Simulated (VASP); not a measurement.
Crystal: HfN.

```
CELL_PARAMETERS angstrom
3.19537 0.00000 0.00000
-1.59769 2.76727 0.00000
0.00000 0.00000 5.52301
ATOMIC_POSITIONS crystal
Hf 0.33333 0.66667 0.25000
Hf 0.66667 0.33333 0.75000
N 0.00000 0.00000 0.50000
N 0.00000 0.00000 0.00000
```

Base run:

- Program: VASP 6.6.1
- Functional: LDA
- Potentials or basis: VASP PAW LDA potentials, release 64 (Hf_pv, N)
- Cutoff: 520 eV
- k mesh: 10 × 10 × 5
- Occupations: fermi-dirac, width 0.05 eV
- Spin: no spin polarisation

Its results: band gap on the k mesh zero (bands 15 and 16 overlap by 1.52 eV); pressure -23.3 GPa.

Q: The run is repeated on the same cell with these changes: functional from LDA to r2SCAN; potentials or basis from VASP PAW LDA potentials, release 64 (Hf_pv, N) to VASP PAW PBE potentials, release 64 (Hf_pv, N). What comes out?

A: Band gap on the k mesh zero (bands 15 and 16 overlap by 1.59 eV); pressure -14.9 GPa.

Caveats: the cell stands under tension; spin-orbit coupling is left out, which moves the levels of the heavy elements; the PAW data sets were made with another functional, which shifts forces and pressure a little (at least some runs).
